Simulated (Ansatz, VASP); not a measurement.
**Ti3As4: VASP beside Ansatz**

```
CELL_PARAMETERS angstrom
4.04523 0.00000 0.00000
0.00000 4.04523 0.00000
0.00000 0.00000 9.55093
ATOMIC_POSITIONS crystal
Ti 0.00000 0.00000 0.83095
Ti 0.50000 0.50000 0.50000
Ti 0.00000 0.00000 0.16905
As 0.50000 0.00000 0.65118
As 0.00000 0.50000 0.34882
As 0.50000 0.00000 0.00818
As 0.00000 0.50000 0.99182
```

Change from the starting cell: ordered vacancies on the cation sites of zinc blende (P-4m2, No. 115).

Alike in both runs: task relaxation of cell and atoms; functional PBE; k mesh 10 × 10 × 4; occupations gaussian, width 0.1 eV; no spin polarisation.

|  | VASP | Ansatz |
| --- | --- | --- |
| version | VASP 6.6.1 | Ansatz 0.2.0 |
| potentials or method | VASP PAW PBE potentials, release 64 (Ti_sv, As), cutoff 600 eV | scalar-relativistic, plane waves, PAW |
| valence electrons in the cell | 56 | 96 |

VASP gave:

| Item | Value |
| --- | --- |
| gap on the k mesh at the Fermi level, each at its own relaxed structure (eV) | none |
| relaxed volume (Å³/atom) | 22.36 |
| relaxed length of the cell vector where the two differ most in proportion (Å) | 9.535 |

Problem. What did Ansatz give for the same quantities?

Solution. gap on the k mesh at the Fermi level, each at its own relaxed structure (eV): none; relaxed volume (Å³/atom): 22.32; relaxed length of the cell vector where the two differ most in proportion (Å): 9.517.

A gap of «none» marks a metal or a gap that the smearing closes. VASP's potentials hold 56 valence electrons a cell and Ansatz's 96, so a difference there can come from the potentials and not from the codes.
